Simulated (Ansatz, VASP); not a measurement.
**Os in VASP and in Ansatz**

```
CELL_PARAMETERS angstrom
2.71752 0.00000 0.00000
-1.35876 2.35345 0.00000
0.00000 0.00000 4.28446
ATOMIC_POSITIONS crystal
Os 0.33333 0.66667 0.25000
Os 0.66667 0.33333 0.75000
```

Alike in both runs: task single point; functional LDA; k mesh 13 × 13 × 8; occupations fermi-dirac, width 0.6 eV; no spin polarisation.

|  | VASP | Ansatz |
| --- | --- | --- |
| version | VASP 6.6.1 | Ansatz 0.2.0 |
| potentials or method | VASP PAW LDA potentials, release 64 (Os_sv_GW), cutoff 560 eV | plane waves (420 eV) with PAW, scalar-relativistic |
| valence electrons in the cell | 32 | 32 |

|  | VASP | Ansatz | Ansatz less VASP |
| --- | --- | --- | --- |
| pressure (GPa) | 8.7 | 8.3 | -0.48 |
| traceless stress, the component that is largest in VASP (GPa) | 3.37 | 3.25 | -0.119 |

Ansatz warns that its potentials were made for another functional, while VASP's fit it. LDA's correlation is that of Perdew and Zunger in VASP and of Perdew and Wang (1992) in Ansatz.

Spin-orbit coupling is off throughout.
